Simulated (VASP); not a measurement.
Crystal: GaN.

```
Ga N
1.0
     2.98064    0.00000    0.00000
    -1.49032    2.58131    0.00000
     0.00000    0.00000    2.68337
Ga N
1 1
Direct
  0.66667 0.33333 0.50000
  0.00000 0.00000 0.00000
```

Program: VASP 6.6.1. Alike in all runs: task single point; potentials or basis VASP PAW PBE potentials, release 64 (Ga_d, N); no spin polarisation; cell as given; k mesh 5 × 5 × 5; cutoff (eV) 520; smearing fermi-dirac 0.05 eV.

Q: Order these runs on this cell by their pressure, lowest first.
A. level PBE-based screened hybrid with 50 % exact exchange; share of exact exchange 0.5; screening parameter 0.2 1/Å
B. level PBE-based screened hybrid with 25 % exact exchange; share of exact exchange 0.25; screening parameter 0.3 1/Å
C. level PBE-based screened hybrid with 40 % exact exchange; share of exact exchange 0.4; screening parameter 0.2 1/Å

A: A (-17.6 GPa), C (-14.5 GPa), B (-8.4 GPa).

Caveats: all runs use coarse meshes; the PAW data sets were made with another functional, which shifts forces and pressure a little.
